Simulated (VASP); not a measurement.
GdF3OH2 (Gd(F)3(H2O)), 7 atoms in the cell. The cell holds a molecule in a box, 7 atoms: a = 11.770 Å, b = 12.360 Å, c = 12.360 Å, α = 90.00°, β = 90.00°, γ = 90.00°. 

```yaml
Program: VASP 6.6.1
Task: single point
Functional: PBE
Potentials_or_basis: VASP PAW PBE potentials, release 64 (Gd, F, O, H)
Cutoff: 520 eV
k_mesh: 1 × 1 × 1
Occupations: gaussian, width 0.01 eV
Spin: collinear spin, ferromagnetic start
Starting_moments: "[7.0, 0.0, 0.0, 0.0, 0.0, 0.0, 0.0] μB"
Hubbard_terms: Gd f U = 5.0 eV
Dipole_correction: no
Further_INCAR_settings: ALGO = Normal; EDIFF = 1e-06; NBANDS = 36
```

Potentials or basis: VASP PAW PBE potentials, release 64 (Gd, F, O, H).

Run with:

```console
$ cat potpaw_PBE.64/Gd/POTCAR potpaw_PBE.64/F/POTCAR potpaw_PBE.64/O/POTCAR potpaw_PBE.64/H/POTCAR > POTCAR
$ mpirun -np 1 vasp_gam > vasp.out
```

Hardware: 1 thread of Intel(R) Xeon(R) Platinum 8175M CPU @ 2.50GHz (Skylake/Cascade Lake), on a shared host.

Estimate the wall time of this run.

Run time: 21 min on 1 thread of Intel(R) Xeon(R) Platinum 8175M CPU @ 2.50GHz (Skylake/Cascade Lake), on a shared host, peak memory 2.1 GiB. Counts: scf iterations 53, k points 1.
